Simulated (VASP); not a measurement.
EuS:

```
CELL_PARAMETERS angstrom
0.00000 3.00799 3.00799
3.00799 0.00000 3.00799
3.00799 3.00799 0.00000
ATOMIC_POSITIONS crystal
Eu 0.00000 0.00000 0.00000
S 0.50000 0.50000 0.50000
```

```yaml
Program: VASP 6.6.1
Task: relaxation of cell and atoms
Functional: PBEsol
Potentials_or_basis: VASP PAW PBE potentials, release 64 (Eu, S)
Cutoff: 720 eV
k_mesh: 8 × 8 × 8
Occupations: gaussian, width 0.03 eV
Spin: collinear spin, ferromagnetic start
Starting_moments: "[7.0, 0.0] μB"
Hubbard_terms: Eu f U = 6 eV
```

At the start: pressure -3.1 GPa; volume 27.22 Å³/atom.

Problem. Where does the relaxation end?

Solution. Over 25 steps the energy falls by 17.9 meV/atom and the volume is 25.46 Å³/atom (-6.5 %); space group Fm-3m (No. 225, to 0.1 Å) before and after; moment 7.00 μB per cell.

Step by step:
```
step  energy change (eV)  largest force (eV/Å)  pressure (GPa)  volume (Å³)
   1              0.0000                0.0000           -3.12        54.43
   2             -0.0353                0.0000            0.56        50.36
   3             -0.0363                0.0000            0.03        50.89
   4             -0.0363                0.0000           -0.08        50.96
   5             -0.0363                0.0000           -0.07        50.95
   6             -0.0363                0.0000           -0.08        50.95
   7             -0.0363                0.0000           -0.05        50.95
   8             -0.0363                0.0000           -0.05        50.95
   9             -0.0363                0.0000           -0.05        50.95
  10             -0.0363                0.0000           -0.05        50.95
  11             -0.0363                0.0000           -0.05        50.95
  12             -0.0363                0.0000           -0.06        50.94
  13             -0.0363                0.0000           -0.07        50.94
  14             -0.0363                0.0000           -0.07        50.93
  15             -0.0363                0.0000            0.00        50.92
  16             -0.0357                0.0000           -0.02        50.92
  17             -0.0357                0.0000            0.02        50.89
  18             -0.0357                0.0000            0.03        50.90
  19             -0.0357                0.0000            0.03        50.91
  20             -0.0357                0.0000            0.01        50.91
  21             -0.0357                0.0000           -0.02        50.91
  22             -0.0357                0.0000            0.02        50.89
  23             -0.0357                0.0000            0.03        50.90
  24             -0.0357                0.0000            0.03        50.91
  25             -0.0357                0.0000            0.01        50.91
```

Final structure:
```
Eu S
1.0
     0.00000    2.94167    2.94167
     2.94167    0.00000    2.94167
     2.94167    2.94167    0.00000
Eu S
1 1
Cartesian
  0.0000 0.0000 0.0000
  2.9417 2.9417 2.9417
```

Caveat: the PAW data sets were made with another functional, which shifts forces and pressure a little; a cell with one magnetic atom can't hold antiferromagnetic order, which such compounds often take.
